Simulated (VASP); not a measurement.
# TePb (Fm-3m) in VASP: a series of runs, part 2 of 2

VASP 6.6.1. The steps go on from the part before.

### Step 3. Single point, PBE, collinear spin

This run uses another cell than the first one, of 34.99 Å³/atom.

INCAR reads:

```
  ALGO = Normal
  EDIFF = 1E-6
  ENCUT = 500
  GGA = PE
  GGA_COMPAT = False
  ISIF = 2
  ISMEAR = 0
  ISPIN = 2
  LASPH = True
  LCHARG = True
  LELF = True
  LORBIT = 11
  LREAL = False
  LVHAR = True
  LWAVE = False
  MAGMOM = 0 3
  NBANDS = 21
  NELM = 200
  PREC = Accurate
  SIGMA = 0.1
```

KPOINTS reads:

```
k-points
0
Gamma
  4 4 4
```

POSCAR reads:

```
TePb
1.0
    0.0000000000      3.2708968051      3.2708968051
    3.2708968051      0.0000000000      3.2708968051
    3.2708968051      3.2708968051      0.0000000000
Te Pb
1 1
Direct
    0.0000000000      0.0000000000      0.0000000000
    0.5000000000      0.5000000000      0.5000000000
```

Potentials or basis: VASP PAW PBE potentials, release 64 (Te, Pb_d).

The run is started by

```sh
$ cat potpaw_PBE.64/Te/POTCAR potpaw_PBE.64/Pb_d/POTCAR > POTCAR
$ mpirun -np 1 vasp_std > vasp.out
```

OUTCAR:

```text
EDIFF = 1E-6
   ENCUT = 500
   GGA = PE
   ISIF = 2
   ISMEAR = 0
   ISPIN = 2
   LASPH = True
   LORBIT = 11
   LREAL = False
   NELM = 200
   PREC = Accurate

 ion  position               nearest neighbor table
   1  0.000  0.000  0.000-   2 3.27   2 3.27   2 3.27   2 3.27   2 3.27   2 3.27
   2  0.500  0.500  0.500-   1 3.27   1 3.27   1 3.27   1 3.27   1 3.27   1 3.27

  LATTYP: Found a face centered cubic cell.
 ALAT       =     6.5417936102

  Lattice vectors:

 A1 = (   0.0000000000,   3.2708968051,   3.2708968051)
 A2 = (   3.2708968051,   0.0000000000,   3.2708968051)
 A3 = (   3.2708968051,   3.2708968051,   0.0000000000)

Analysis of symmetry for initial positions (statically):
=====================================================================
 Subroutine PRICEL returns:
 Original cell was already a primitive cell.

 Routine SETGRP: Setting up the symmetry group for a
 face centered cubic supercell.

 Subroutine GETGRP returns: Found 48 space group operations
 (whereof 48 operations were pure point group operations)
 out of a pool of 48 trial point group operations.

The static configuration has the point symmetry O_h .

Analysis of symmetry for dynamics (positions and initial velocities):
=====================================================================
 Subroutine PRICEL returns:
 Original cell was already a primitive cell.

 Routine SETGRP: Setting up the symmetry group for a
 face centered cubic supercell.

 Subroutine GETGRP returns: Found 48 space group operations
 (whereof 48 operations were pure point group operations)
 out of a pool of 48 trial point group operations.

The dynamic configuration has the point symmetry O_h .

Analysis of structural, dynamic, and magnetic symmetry:
=====================================================================
 Subroutine PRICEL returns:
 Original cell was already a primitive cell.

 Routine SETGRP: Setting up the symmetry group for a
 face centered cubic supercell.

 Subroutine GETGRP returns: Found 48 space group operations
 (whereof 48 operations were pure point group operations)
 out of a pool of 48 trial point group operations.

The overall configuration has the point symmetry O_h .

 Subroutine INISYM returns: Found 48 space group operations
 (whereof 48 operations are pure point group operations),
 and found     1 'primitive' translations

----------------------------------------------------------------------------------------

                                     Primitive cell

  volume of cell :      69.9891

  direct lattice vectors                    reciprocal lattice vectors
     0.000000000  3.270896805  3.270896805    -0.152863276  0.152863276  0.152863276
     3.270896805  0.000000000  3.270896805     0.152863276 -0.152863276  0.152863276
     3.270896805  3.270896805  0.000000000     0.152863276  0.152863276 -0.152863276

  length of vectors
     4.625746623  4.625746623  4.625746623     0.264766960  0.264766960  0.264766960

  position of ions in fractional coordinates (direct lattice)
     0.000000000  0.000000000  0.000000000
     0.500000000  0.500000000  0.500000000

[... 49 lines left out ...]
 SYSTEM =  unknown system
   PREC   = accura    normal or accurate (medium, high low for compatibility)
   ISTART =      0    job   : 0-new  1-cont  2-samecut
   ICHARG =      2    charge: 1-file 2-atom 10-const
   ISPIN  =      2    spin polarized calculation?
   LNONCOLLINEAR =      F non collinear calculations
   LSORBIT =      F    spin-orbit coupling
   LASPH  =      T    aspherical Exc in radial PAW
   ENCUT  =  500.0 eV  36.75 Ry    6.06 a.u.   8.43  8.43  8.43*2*pi/ulx,y,z
   NELM   =    200;   NELMIN=  2; NELMDL= -5     # of ELM steps
   EDIFF  = 0.1E-05   stopping-criterion for ELM
   LREAL  =      F    real-space projection
   EDIFFG = 0.1E-04   stopping-criterion for IOM
   NSW    =      0    number of steps for IOM
   IBRION =     -1    ionic relax: 0-MD 1-quasi-New 2-CG
   NFREE  =      0    steps in history (QN), initial steepest desc. (CG)
   ISIF   =      2    stress and relaxation
   ISYM   =      2    0-nonsym 1-usesym 2-fastsym
   POTIM  = 0.5000    time-step for ionic-motion
   TEBEG  =    0.0;   TEEND  =   0.0 temperature during run
   PSTRESS=    0.0 pullay stress
   NELECT =      20.0000    total number of electrons
   NUPDOWN=      -1.0000    fix difference up-down
   EMIN   =  10.00;   EMAX   =-10.00  energy-range for DOS
   EFERMI =   0.00;   METHOD = LEGACY
   ISMEAR =     0;   SIGMA  =   0.10  broadening in eV -4-tet -1-fermi 0-gaus
   EFERMI_NEDOS =   21; number of points for ismear=-14 and -15
   IALGO  =     38    algorithm
   IMIX   =      4    mixing-type and parameters
     AMIX     =   0.40;   BMIX     =  1.00
     AMIX_MAG =   1.60;   BMIX_MAG =  1.00
  volume/ion in A,a.u.               =      34.99       236.15
  Fermi-wavevector in a.u.,A,eV,Ry     =   1.078304  2.037700 15.820039  1.162740
  Thomas-Fermi vector in A             =   2.214239
   LORBIT       =     11    0 simple, 1 ext, 2 COOP (PROOUT), +10 PAW based schemes
   GGA     = PE    functional components
   LHFCALC =     F    Hartree Fock is set to
   AEXX    =    0.0000 exact exchange contribution
   IVDW    =     0    specifies the selected vdW correction
   LEPSILON=     F    determine dielectric tensor
   LRPA    =     F    only Hartree local field effects (RPA)
 spin polarized calculation
 Gauss-broadening in eV      SIGMA  =   0.10
  energy-cutoff  :      500.00
  volume of cell :       69.99
 maximum number of plane-waves:      1812
 NGX is ok and might be reduce to    36
   NGX = 17   NGY = 17   NGZ = 17

 number of electron      20.0000001 magnetization      -0.0001545

 number of electron      20.0000001 magnetization       0.0000580

 Free energy of the ion-electron system (eV)
  ---------------------------------------------------
  ext. energy  EPLUGINS =         0.00000000
  ---------------------------------------------------
  free energy    TOTEN  =        -7.51429241 eV

  energy without entropy =       -7.51429241  energy(sigma->0) =       -7.51429241

 E-fermi :   5.5527     XC(G=0):  -9.1387

 val. band max:        5.1487481584   @ k =   0.5000   0.0000   0.0000
 cond. band min:       5.9568318305   @ k =   0.5000   0.0000   0.0000
 fundamental gap:      0.8080836721
 Fermi energy:         5.5527488343

 spin component 1

 k-point     1 :       0.0000    0.0000    0.0000
  band No.  band energies     occupation
      1     -11.5167      1.00000
      2     -11.5167      1.00000
      3     -11.5099      1.00000
      4     -11.5099      1.00000
      5     -11.5099      1.00000
      6      -6.5645      1.00000
[... 181 lines left out ...]
     20      17.0715      0.00000
     21      19.4643      0.00000
 Fermi energy:         5.5527488343

 spin component 2

 k-point     1 :       0.0000    0.0000    0.0000
  band No.  band energies     occupation
      1     -11.5166      1.00000
      2     -11.5166      1.00000
      3     -11.5098      1.00000
      4     -11.5098      1.00000
      5     -11.5098      1.00000
      6      -6.5645      1.00000
[... 181 lines left out ...]
     20      17.0715      0.00000
     21      19.4644      0.00000

------------------------ aborting loop because EDIFF is reached ----------------------------------------

  FORCE on cell =-STRESS in cart. coord.  units (eV):
  Direction    XX          YY          ZZ          XY          YZ          ZX
  --------------------------------------------------------------------------------------
  -------------------------------------------------------------------------------------
  Total        0.2033674      0.2033674      0.2033674      0.0000000      0.0000000     -0.0000000
  in kB        4.6554460      4.6554460      4.6554460      0.0000000      0.0000000     -0.0000000
  external PRESSURE =       4.6554460 kB  Pullay stress =       0.0000000 kB

 VOLUME and BASIS-vectors are now :
 -----------------------------------------------------------------------------
  energy-cutoff  :      500.00
  volume of cell :       69.99
      direct lattice vectors                 reciprocal lattice vectors
     0.000000000  3.270896805  3.270896805    -0.152863276  0.152863276  0.152863276
     3.270896805  0.000000000  3.270896805     0.152863276 -0.152863276  0.152863276
     3.270896805  3.270896805  0.000000000     0.152863276  0.152863276 -0.152863276

 POSITION                                       TOTAL-FORCE (eV/Angst)
 -----------------------------------------------------------------------------------
      0.00000      0.00000      0.00000         0.000000      0.000000      0.000000
      3.27090      3.27090      3.27090        -0.000000      0.000000     -0.000000
 -----------------------------------------------------------------------------------
    total drift:                                0.000000      0.000000      0.000000

  FREE ENERGIE OF THE ION-ELECTRON SYSTEM (eV)
  ---------------------------------------------------
  free  energy   TOTEN  =        -7.5142924103 eV

  energy  without entropy=       -7.5142924097  energy(sigma->0) =       -7.51429241

 total charge

# of ion       s       p       d       tot
------------------------------------------
    1        1.374   1.993   0.016   3.382
    2        1.462   0.555   9.832  11.849
--------------------------------------------------
tot          2.836   2.548   9.847  15.231

 magnetization (x)

# of ion       s       p       d       tot
------------------------------------------
    1        0.000  -0.000   0.000  -0.000
    2       -0.000   0.000  -0.000   0.000
--------------------------------------------------
tot         -0.000  -0.000  -0.000  -0.000
```

OSZICAR:

```text
N       E                     dE             d eps       ncg     rms          rms(c)
DAV:   1     0.159137380117E+03    0.15914E+03   -0.84268E+03   672   0.893E+02
DAV:   2     0.571804382247E+01   -0.15342E+03   -0.14426E+03   707   0.262E+02
DAV:   3    -0.627803416557E+01   -0.11996E+02   -0.11888E+02   845   0.760E+01
DAV:   4    -0.662959853497E+01   -0.35156E+00   -0.35130E+00   831   0.134E+01
DAV:   5    -0.664586725801E+01   -0.16269E-01   -0.16268E-01   936   0.305E+00    0.127E+01
DAV:   6    -0.743573583404E+01   -0.78987E+00   -0.44498E-01   886   0.473E+00    0.449E+00
DAV:   7    -0.751405449691E+01   -0.78319E-01   -0.20752E-01   732   0.290E+00    0.146E+00
DAV:   8    -0.751540672389E+01   -0.13522E-02   -0.22070E-02   823   0.653E-01    0.787E-01
DAV:   9    -0.751505665740E+01    0.35007E-03   -0.42747E-03   772   0.442E-01    0.337E-01
DAV:  10    -0.751424708463E+01    0.80957E-03   -0.78005E-04   842   0.247E-01    0.674E-02
DAV:  11    -0.751427317688E+01   -0.26092E-04   -0.15314E-04   788   0.106E-01    0.332E-02
DAV:  12    -0.751428708959E+01   -0.13913E-04   -0.16619E-05   792   0.282E-02    0.177E-02
DAV:  13    -0.751429418147E+01   -0.70919E-05   -0.68384E-06   787   0.202E-02    0.715E-03
DAV:  14    -0.751429247510E+01    0.17064E-05   -0.19964E-06   771   0.138E-02    0.270E-03
DAV:  15    -0.751429241031E+01    0.64794E-07   -0.29270E-07   535   0.443E-03
   1 F= -.75142924E+01 E0= -.75142924E+01  d E =-.572799E-09  mag=    -0.0000
```

stdout:

```text
POSCAR found type information on POSCAR TePb
 POSCAR found :  2 types and       2 ions
 scaLAPACK will be used
 LDA part: xc-table for (Slater+PW92), standard interpolation
 POSCAR, INCAR and KPOINTS ok, starting setup
 FFT: planning ... GRIDC
 FFT: planning ... GRID_SOFT
 FFT: planning ... GRID
 WAVECAR not read
 entering main loop
```

Run time: 53 s. Hardware: 1 thread of Intel Xeon 8259CL, shared host; peak memory 0.24 GiB.

What came out:

```yaml
Free_energy: -7.5143 eV
Pressure: 0.5 GPa
Band_gap_on_the_k_mesh: 0.81 eV
Net_moment: 0.00 μB per cell
Valence_electrons_inside_the_program's_atomic_spheres: Te 3.38; Pb 11.85
```

Caveat: spin-orbit coupling is left out, which moves the levels of the heavy elements.
